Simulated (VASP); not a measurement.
Runs of VASP 6.6.1 on TaN. The structure is that of space group R-3m (No. 166), or close to it. The cells are those of the table. 

```tsv
cell	gap on the mesh (eV)	pressure (GPa)
a = 2.981 Å, angles 65.4°, 2 atoms	none	0.7
a = 3.173 Å, angles 54.7°, 2 atoms	none	(a)
a = 2.907 Å, angles 68.1°, 2 atoms	none	(b)
a = 2.960 Å, angles 68.1°, 2 atoms	none	-7.8
a = 2.934 Å, angles 68.1°, 2 atoms	none	1.0
```

Alike in all rows: task single point; level PBEsol; potentials or basis VASP PAW PBE potentials, release 64 (Ta_sv_GW, N); no spin polarisation; k mesh 20 × 20 × 20; cutoff (eV) 700; smearing gaussian 0.15 eV.

**Question.** Estimate the missing entries.

**Answer.** (a) 23.2; (b) 11.1.

Caveats: the PAW data sets were made with another functional, which shifts forces and pressure a little; spin-orbit coupling is left out, which moves the levels of the heavy elements; the cell stands under pressure (at least some runs); the cell stands under tension (at least some runs).

A k mesh can miss the band edges, and the runs leave out spin-orbit coupling on Ta.

A gap of «none» marks levels without a gap at the run's occupations.
